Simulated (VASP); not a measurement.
# Sc (Pm-3m) in VASP: a series of runs, part 2 of 2

VASP 6.6.1. Earlier steps stand in the parts before.

## Step 4: Single point, r2SCAN, collinear spin, ferromagnetic start (volume scaled by 0.92)

File POSCAR:

```
Sc
1.0
    2.8908600169      0.0000000000      0.0000000000
    0.0000000000      2.8908600169      0.0000000000
    0.0000000000      0.0000000000      2.8908600169
Sc
1
Direct
    0.0000000000      0.0000000000      0.0000000000
```

File INCAR.step1:

```
SYSTEM = Sc
ALGO     = Normal         ! electronic algorithm
EDIFF    = 1E-4           ! SCF threshold, eV
ENCUT    = 520            ! plane-wave cutoff, eV
GGA      = PE             ! functional
ISMEAR   = -1             ! smearing method
ISPIN    = 2              ! spin polarisation
LASPH    = .TRUE.         ! aspherical terms in the spheres
LCHARG   = .FALSE.        ! write CHGCAR
LMAXMIX  = 4              ! l up to which the mixer works
LREAL    = .FALSE.        ! projectors in reciprocal space
LWAVE    = .TRUE.         ! write WAVECAR
MAGMOM   = 0.67           ! initial moments
NBANDS   = 16             ! bands
NELM     = 150            ! most SCF steps
PREC     = Accurate       ! precision mode
SIGMA    = 0.05           ! smearing width, eV
```

File INCAR.step2:

```
SYSTEM = Sc
ALGO     = Normal         ! electronic algorithm
EDIFF    = 1E-6           ! SCF threshold, eV
ENCUT    = 520            ! plane-wave cutoff, eV
ISIF     = 2              ! what is computed and relaxed
ISMEAR   = -1             ! smearing method
ISPIN    = 2              ! spin polarisation
ISTART   = 1            
LASPH    = .TRUE.         ! aspherical terms in the spheres
LCHARG   = .FALSE.        ! write CHGCAR
LMAXMIX  = 4              ! l up to which the mixer works
LMIXTAU  = .TRUE.       
LORBIT   = 11             ! projections on sites
LREAL    = .FALSE.        ! projectors in reciprocal space
LWAVE    = .FALSE.        ! write WAVECAR
MAGMOM   = 0.67           ! initial moments
METAGGA  = R2SCAN         ! meta-GGA
NBANDS   = 16             ! bands
NELM     = 150            ! most SCF steps
PREC     = Accurate       ! precision mode
SIGMA    = 0.05           ! smearing width, eV
```

File KPOINTS:

```
k-points
0
G
  17 17 17
  0 0 0
```

Potentials or basis: VASP PAW PBE potentials, release 64 (Sc_sv).

The run is started by

```
$ cat potpaw_PBE.64/Sc_sv/POTCAR > POTCAR
$ cp INCAR.step1 INCAR
$ mpirun -np 1 vasp_std > vasp.out
$ cp INCAR.step2 INCAR
$ mpirun -np 1 vasp_std > vasp.out
```

OUTCAR:

```text
SYSTEM = Sc
   EDIFF = 1E-6
   ENCUT = 520
   ISIF = 2
   ISMEAR = -1
   ISPIN = 2
   ISTART = 1
   LASPH = .TRUE.
   LORBIT = 11
   LREAL = .FALSE.
   METAGGA = R2SCAN
   NELM = 150
   PREC = Accurate

 ion  position               nearest neighbor table
   1  0.000  0.000  0.000-

  LATTYP: Found a simple cubic cell.
 ALAT       =     2.8908600169

  Lattice vectors:

 A1 = (   2.8908600169,   0.0000000000,   0.0000000000)
 A2 = (   0.0000000000,   2.8908600169,   0.0000000000)
 A3 = (   0.0000000000,   0.0000000000,   2.8908600169)

Analysis of symmetry for initial positions (statically):
=====================================================================
 Subroutine PRICEL returns:
 Original cell was already a primitive cell.

 Routine SETGRP: Setting up the symmetry group for a
 simple cubic supercell.

 Subroutine GETGRP returns: Found 48 space group operations
 (whereof 48 operations were pure point group operations)
 out of a pool of 48 trial point group operations.

The static configuration has the point symmetry O_h .
[... 181 lines left out ...]

 k-point     1 :       0.0000    0.0000    0.0000
  band No.  band energies     occupation
      1     -47.8717      1.00000
      2     -25.2050      1.00000
      3     -25.2049      1.00000
      4     -25.2049      1.00000
      5      -1.8098      1.00000
      6       2.7651      1.00000
[... 435 lines left out ...]
      5       1.9841      1.00000
      6       3.0546      1.00000
[... 8 lines left out ...]
     15      23.4000      0.00000
     16      24.9224      0.00000

 [... further k-points ...]

 spin component 2

 k-point     1 :       0.0000    0.0000    0.0000
  band No.  band energies     occupation
      1     -47.1965      1.00000
      2     -24.5528      1.00000
      3     -24.5528      1.00000
      4     -24.5528      1.00000
      5      -1.1373      1.00000
      6       4.4591      0.00002
[... 435 lines left out ...]
      5       3.0057      1.00000
      6       3.7105      0.98040
[... 8 lines left out ...]
     15      24.0908      0.00000
     16      25.3672      0.00000

 [... further k-points ...]
[... 5 lines left out ...]
  --------------------------------------------------------------------------------------
  -------------------------------------------------------------------------------------
  Total        0.5504314      0.5504314      0.5504314      0.0000000     -0.0000000      0.0000000
  in kB       36.5033420     36.5033420     36.5033420      0.0000000     -0.0000000      0.0000000
  external PRESSURE =      36.5033420 kB  Pullay stress =       0.0000000 kB

 VOLUME and BASIS-vectors are now :
 -----------------------------------------------------------------------------
  energy-cutoff  :      520.00
  volume of cell :       24.16
      direct lattice vectors                 reciprocal lattice vectors
     2.890860017  0.000000000  0.000000000     0.345917822  0.000000000  0.000000000
     0.000000000  2.890860017  0.000000000     0.000000000  0.345917822  0.000000000
     0.000000000  0.000000000  2.890860017     0.000000000  0.000000000  0.345917822

 POSITION                                       TOTAL-FORCE (eV/Angst)
 -----------------------------------------------------------------------------------
      0.00000      0.00000      0.00000         0.000000      0.000000      0.000000
 -----------------------------------------------------------------------------------
    total drift:                                0.000000     -0.000000      0.000000

  FREE ENERGIE OF THE ION-ELECTRON SYSTEM (eV)
  ---------------------------------------------------
  free  energy   TOTEN  =       -10.6348008322 eV

  energy  without entropy=      -10.6268080289  energy(sigma->0) =      -10.63080443

 total charge

# of ion       s       p       d       tot
------------------------------------------
    1        2.255   6.087   1.175   9.517

 magnetization (x)

# of ion       s       p       d       tot
------------------------------------------
    1        0.060   0.032   0.629   0.721
```

OUTCAR.step1:

```text
SYSTEM = Sc
   EDIFF = 1E-4
   ENCUT = 520
   GGA = PE
   ISMEAR = -1
   ISPIN = 2
   LASPH = .TRUE.
[... 1149 lines left out ...]
 -----------------------------------------------------------------------------------
      0.00000      0.00000      0.00000         0.000000      0.000000      0.000000
 -----------------------------------------------------------------------------------
    total drift:                                0.000000      0.000000      0.000000

  FREE ENERGIE OF THE ION-ELECTRON SYSTEM (eV)
  ---------------------------------------------------
  free  energy   TOTEN  =        -5.5101918435 eV

  energy  without entropy=       -5.4983887836  energy(sigma->0) =       -5.50429031
```

It took 2.7 min on 1 thread of Intel Xeon 6975P-C, shared host; peak memory 0.22 GiB.

Results:

```yaml
Free_energy: -10.6348 eV
Pressure: 3.7 GPa
Net_moment: 0.92 μB per cell
Site_moments: Sc +0.72 μB
Valence_electrons_inside_the_program's_atomic_spheres: Sc 9.52
```

Levels at points of the mesh, in eV from the Fermi level:
Spin up:
| k point | band 2 | band 3 | band 4 | band 5 | band 6 | band 7 | band 8 | band 9 | band 10 | band 11 |
| --- | --- | --- | --- | --- | --- | --- | --- | --- | --- | --- |
| (0.00, 0.00, 0.00) | -29.11 | -29.11 | -29.11 | -5.72 | -1.14 | -1.14 | 4.42 | 4.42 | 4.42 | 13.49 |
Spin down:
```tsv
k point	band 3	band 4	band 5	band 6	band 7	band 8
(0.00, 0.00, 0.00)	-28.46	-28.46	-5.04	0.55	0.55	4.79
```

Caveat: the PAW data sets were made with another functional, which shifts forces and pressure a little.

## Step 5: Overview

| cell | k mesh | gap on the mesh (eV) | pressure (GPa) | moment (μB) |
| --- | --- | --- | --- | --- |
| a = 2.972 Å, 1 atom | 10 × 10 × 10 | none | 0.1 | 0.93 |
| a = 2.848 Å, 1 atom | 17 × 17 × 17 | none | 5.9 | 0.91 |
| a = 2.891 Å, 1 atom | 17 × 17 × 17 | none | 3.7 | 0.92 |

Alike in all rows: task single point; level r2SCAN; potentials or basis VASP PAW PBE potentials, release 64 (Sc_sv); spin collinear, ferromagnetic start; cutoff (eV) 520; smearing fermi-dirac 0.05 eV.

Caveats: the PAW data sets were made with another functional, which shifts forces and pressure a little.

Total energies depend on the potentials used, so only differences within one code and one set of settings carry meaning.
